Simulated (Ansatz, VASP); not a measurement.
One calculation of CdSb2C, two programs

```
Cd Sb C
1.0
    -3.04441    3.04441    5.12227
     3.04441   -3.04441    5.12227
     3.04441    3.04441   -5.12227
Cd Sb C
2 4 2
Direct
  0.00000 0.00000 0.00000
  0.75000 0.25000 0.50000
  0.37500 0.45132 0.57632
  0.20132 0.62500 0.07632
  0.87500 0.79868 0.42368
  0.54868 0.12500 0.92368
  0.50000 0.50000 0.00000
  0.25000 0.75000 0.50000
```

Alike in both runs: task single point; functional r2SCAN; k mesh 6 × 6 × 6; occupations fermi-dirac, width 0.02 eV; no spin polarisation.

|  | VASP | Ansatz |
| --- | --- | --- |
| version | VASP 6.6.1 | Ansatz 0.2.0 |
| potentials or method | VASP PAW PBE potentials, release 64 (Cd, Sb, C) | plane waves, PAW |
| plane-wave cutoff (eV) | 520 | 500 |
| valence electrons in the cell | 52 | 108 |

```csv
,VASP,Ansatz,Ansatz less VASP
pressure (GPa),0.2,0.0,-0.22
rms of the force components (eV/Å),0.017,0.001,-0.0160
```

VASP's potentials were made for PBE, not for r2SCAN. VASP's potentials hold 52 valence electrons a cell and Ansatz's 108, so a difference there can come from the potentials and not from the codes.

Spin-orbit coupling is off throughout.
